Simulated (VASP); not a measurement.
Wanted: the native input for a VASP 6.6.1 run.

```yaml
Task: single point
Functional: PBE
Dispersion: D3(BJ)
Potentials_or_basis: VASP PAW PBE potentials, release 64 (Li_sv)
Cutoff: 520 eV
k_mesh: 18 × 18 × 18
Occupations: gaussian, width 0.1 eV
Spin: no spin polarisation
Dipole_correction: no
Further_INCAR_settings: ALGO = Normal; EDIFF = 1e-06; NBANDS = 8
```

The structure of Li lies in POSCAR:

```
Li
1.0
    0.0000000000      2.0238485422      2.0238485422
    2.0238485422      0.0000000000      2.0238485422
    2.0238485422      2.0238485422      0.0000000000
Li
1
Direct
    0.0000000000      0.0000000000      0.0000000000
```

This cell differs from its parent crystal: volume scaled by 0.91.

One way to write it, as run:

INCAR

```
  PREC = Accurate
  ENCUT = 520
  EDIFF = 1E-6
  ISMEAR = 0
  SIGMA = 0.1
  LREAL = False
  LASPH = True
  NELM = 100
  ALGO = Normal
  ISIF = 2
  LWAVE = False
  LCHARG = True
  GGA = PE
  IVDW = 12
  LELF = True
  LVHAR = True
  NBANDS = 8
```

KPOINTS

```
regular mesh
0
Gamma
  18 18 18
```

Potentials or basis: VASP PAW PBE potentials, release 64 (Li_sv).

Command:

```bash
$ cat potpaw_PBE.64/Li_sv/POTCAR > POTCAR
$ mpirun -np 1 vasp_std > vasp.out
```

Results of the run:

The dispersion energy per atom is -0.207 eV.

It took 12 s on 1 thread of AMD EPYC 9R45 96-Core Processor (Zen 5), on a shared host, peak memory 0.12 GiB.
